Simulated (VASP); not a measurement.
# BiTe (R-3m) in VASP: a series of runs, part 2 of 2

VASP 6.6.1.

### Step 3. Single point, PBE

This run uses another cell than the first one, of 35.07 Å³/atom, 1.040 times its volume.

Contents of INCAR:

```
SYSTEM = BiTe
  PREC = Accurate
  ENCUT = 520
  EDIFF = 1E-6
  ISMEAR = -1
  SIGMA = 0.02
  LREAL = .False.
  LASPH = .True.
  NELM = 80
  ALGO = Normal
  ISIF = 2
  LWAVE = .False.
  LCHARG = .False.
  GGA = PE
  NBANDS = 18
```

Contents of KPOINTS:

```
Automatic mesh
0
Gamma
  8 8 8
  0 0 0
```

Contents of POSCAR:

```
BiTe
1.0
    2.4545914192      1.4171567161      3.3609435587
   -2.4545914192      1.4171567161      3.3609435587
    0.0000000000     -2.8343134322      3.3609435587
Bi Te
1 1
Direct
    0.5000000000      0.5000000000      0.5000000000
    0.0000000000      0.0000000000      0.0000000000
```

Potentials or basis: VASP PAW PBE potentials, release 64 (Bi_d, Te).

Command:

```sh
$ cat potpaw_PBE.64/Bi_d/POTCAR potpaw_PBE.64/Te/POTCAR > POTCAR
$ mpirun -np 1 vasp_std > vasp.out
```

OUTCAR:

```text
SYSTEM = BiTe
   PREC = Accurate
   ENCUT = 520
   EDIFF = 1E-6
   ISMEAR = -1
   LREAL = .False.
   LASPH = .True.
   NELM = 80
   ISIF = 2
   GGA = PE

 ion  position               nearest neighbor table
   1  0.500  0.500  0.500-   2 3.30   2 3.30   2 3.30   2 3.30   2 3.30   2 3.30
   2  0.000  0.000  0.000-   1 3.30   1 3.30   1 3.30   1 3.30   1 3.30   1 3.30

  LATTYP: Found a trigonal (rhomboedric) cell.
 ALAT       =     4.3965092742
 COS(alpha) =     0.3765919130

  Lattice vectors:

 A1 = (   2.4545914192,   1.4171567161,   3.3609435587)
 A2 = (  -2.4545914192,   1.4171567161,   3.3609435587)
 A3 = (   0.0000000000,  -2.8343134322,   3.3609435587)

Analysis of symmetry for initial positions (statically):
=====================================================================
 Subroutine PRICEL returns:
 Original cell was already a primitive cell.

 Routine SETGRP: Setting up the symmetry group for a
 trigonal (rhombohedral) supercell.

 Subroutine GETGRP returns: Found 12 space group operations
 (whereof 12 operations were pure point group operations)
 out of a pool of 12 trial point group operations.

[... 155 lines left out ...]
  ---------------------------------------------------
  ext. energy  EPLUGINS =         0.00000000
  ---------------------------------------------------
  free energy    TOTEN  =        -7.16933027 eV

  energy without entropy =       -7.16645639  energy(sigma->0) =       -7.16789333

 E-fermi :   6.2365     XC(G=0):  -9.3022

 val. band max:        6.2348964725   @ k =  -0.3750   0.5000   0.2500
 cond. band min:       6.2572023951   @ k =  -0.3750   0.3750   0.3750
 fundamental gap:      0.0223059227
 Fermi energy:         6.2364952979

 k-point     1 :       0.0000    0.0000    0.0000
  band No.  band energies     occupation
      1     -17.0052      2.00000
      2     -17.0052      2.00000
      3     -16.9973      2.00000
      4     -16.9972      2.00000
      5     -16.9878      2.00000
      6      -7.0154      2.00000
[... 481 lines left out ...]
      5     -16.9855      2.00000
      6      -6.1752      2.00000
[... 10 lines left out ...]
     17      14.5707      0.00000
     18      16.6202      0.00000

 [... further k-points ...]
[... 5 lines left out ...]
  --------------------------------------------------------------------------------------
  -------------------------------------------------------------------------------------
  Total       -0.9354781     -0.9354750     -0.5725928      0.0000000      0.0000000      0.0000000
  in kB      -21.3665609    -21.3664915    -13.0781687      0.0000000      0.0000000      0.0000000
  external PRESSURE =     -18.6037404 kB  Pullay stress =       0.0000000 kB

 VOLUME and BASIS-vectors are now :
 -----------------------------------------------------------------------------
  energy-cutoff  :      520.00
  volume of cell :       70.15
      direct lattice vectors                 reciprocal lattice vectors
     2.454591419  1.417156716  3.360943559     0.203699889  0.117606377  0.099178498
    -2.454591419  1.417156716  3.360943559    -0.203699889  0.117606377  0.099178498
     0.000000000 -2.834313432  3.360943559     0.000000000 -0.235212753  0.099178498

 POSITION                                       TOTAL-FORCE (eV/Angst)
 -----------------------------------------------------------------------------------
      0.00000      0.00000      5.04142         0.000000      0.000000      0.000000
      0.00000      0.00000      0.00000         0.000000     -0.000000     -0.000000
 -----------------------------------------------------------------------------------
    total drift:                               -0.000000     -0.000000      0.000000

  FREE ENERGIE OF THE ION-ELECTRON SYSTEM (eV)
  ---------------------------------------------------
  free  energy   TOTEN  =        -7.1693302669 eV

  energy  without entropy=       -7.1664563925  energy(sigma->0) =       -7.16789333
```

Run time: 29 s. Hardware: 1 thread of Intel Xeon 6975P-C (Granite Rapids), shared host; peak memory 0.25 GiB.

Results:

```yaml
Free_energy: -7.1693 eV
Pressure: -1.9 GPa
```

Levels at points of the mesh, in eV from the Fermi level:
| k point | band 7 | band 8 | band 9 | band 10 | band 11 | band 12 | band 13 | band 14 |
| --- | --- | --- | --- | --- | --- | --- | --- | --- |
| (0.00, 0.00, 0.00) | -8.44 | -2.82 | -2.82 | -1.58 | 1.75 | 2.38 | 2.38 | 4.12 |
| (0.50, 0.00, 0.00) | -11.25 | -1.82 | -1.81 | -1.08 | -0.96 | -0.57 | 0.26 | 6.66 |
| (0.50, 0.50, 0.00) | -10.00 | -5.37 | -4.31 | -3.18 | 2.52 | 2.88 | 3.39 | 4.29 |
| (0.50, 0.50, 0.50) | -10.88 | -2.28 | -2.28 | -2.21 | -1.52 | -1.20 | -1.20 | 7.83 |

Caveat: spin-orbit coupling is left out, which moves the levels of the heavy elements.

### Step 4. Single point, PBE

This run uses another cell than the first one, of 36.42 Å³/atom, 1.080 times its volume.

Contents of INCAR:

```
SYSTEM = BiTe
PREC = Accurate ; ENCUT = 520
EDIFF = 1E-7 ; ISMEAR = -1
SIGMA = 0.02 ; LREAL = .FALSE.
LASPH = .TRUE. ; NELM = 60
ALGO = Normal ; ISIF = 2
LWAVE = .FALSE. ; LCHARG = .FALSE.
GGA = PE ; NBANDS = 18
```

Contents of KPOINTS:

```
regular mesh
0
G
  8 8 8
  0 0 0
```

Contents of POSCAR:

```
BiTe
1.0
    2.4856654955      1.4350973132      3.4034916649
   -2.4856654955      1.4350973132      3.4034916649
    0.0000000000     -2.8701946265      3.4034916649
Bi Te
1 1
Direct
    0.5000000000      0.5000000000      0.5000000000
    0.0000000000      0.0000000000      0.0000000000
```

Command:

```sh
$ cat potpaw_PBE.64/Bi_d/POTCAR potpaw_PBE.64/Te/POTCAR > POTCAR
$ mpirun -np 1 vasp_std > vasp.out
```

Run time: 36 s. Hardware: 1 thread of Intel Xeon 6975P-C (Granite Rapids), shared host; peak memory 0.25 GiB.

The run converged. Its results:

```yaml
Free_energy: -7.1270 eV
Pressure: -3.2 GPa
```

Stress tensor (GPa, compression positive):
```
-3.63  0.00  0.00
 0.00 -3.63  0.00
 0.00  0.00 -2.40
```

Levels at points of the mesh, in eV from the Fermi level:
```
           k point  band 8  band 9  band 10  band 11  band 12  band 13
(0.00, 0.00, 0.00)   -2.70   -2.70    -1.52     1.68     2.29     2.29
(0.50, 0.00, 0.00)   -1.77   -1.74    -1.07    -0.93    -0.52     0.25
(0.50, 0.50, 0.00)   -5.12   -4.12    -3.04     2.65     2.74     3.23
(0.50, 0.50, 0.50)   -2.17   -2.17    -2.14    -1.45    -1.11    -1.11
```

Caveat: spin-orbit coupling is left out, which moves the levels of the heavy elements.

### Step 5. Overview

| cell | gap on the mesh (eV) | pressure (GPa) |
| --- | --- | --- |
| a = 4.339 Å, angles 67.9°, 2 atoms | none | -0.1 |
| a = 4.397 Å, angles 67.9°, 2 atoms | none | -1.9 |
| a = 4.452 Å, angles 67.9°, 2 atoms | none | -3.2 |

Alike in all rows: task single point; level PBE; potentials or basis VASP PAW PBE potentials, release 64 (Bi_d, Te); no spin polarisation; k mesh 8 × 8 × 8; cutoff (eV) 520; smearing fermi-dirac 0.02 eV.

Caveats: spin-orbit coupling is left out, which moves the levels of the heavy elements.

Absolute energies hang on the potentials; compare differences alone.
